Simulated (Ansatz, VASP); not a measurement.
GaP in VASP and in Ansatz

```
Ga P
1.0
     0.00000    2.67009    2.67009
     2.67009    0.00000    2.67009
     2.67009    2.67009    0.00000
Ga P
1 1
Direct
  0.00000 0.00000 0.00000
  0.75000 0.75000 0.75000
```

Change from the starting cell: volume scaled by 0.9405.

Alike in both runs: task single point; functional PBE; k mesh 10 × 10 × 10; occupations fermi-dirac, width 0.05 eV; no spin polarisation.

|  | VASP | Ansatz |
| --- | --- | --- |
| version | VASP 6.6.1 | Ansatz 0.2.0 |
| potentials or method | VASP PAW PBE potentials, release 64 (Ga_d, P), cutoff 520 eV | all-electron LAPW, scalar-relativistic |

Ansatz gave:

- pressure (GPa): 8.6

Problem. Which values does VASP return?

Solution. Pressure (GPa): 8.5.

Ansatz ran all-electron here, and VASP with PAW potentials.
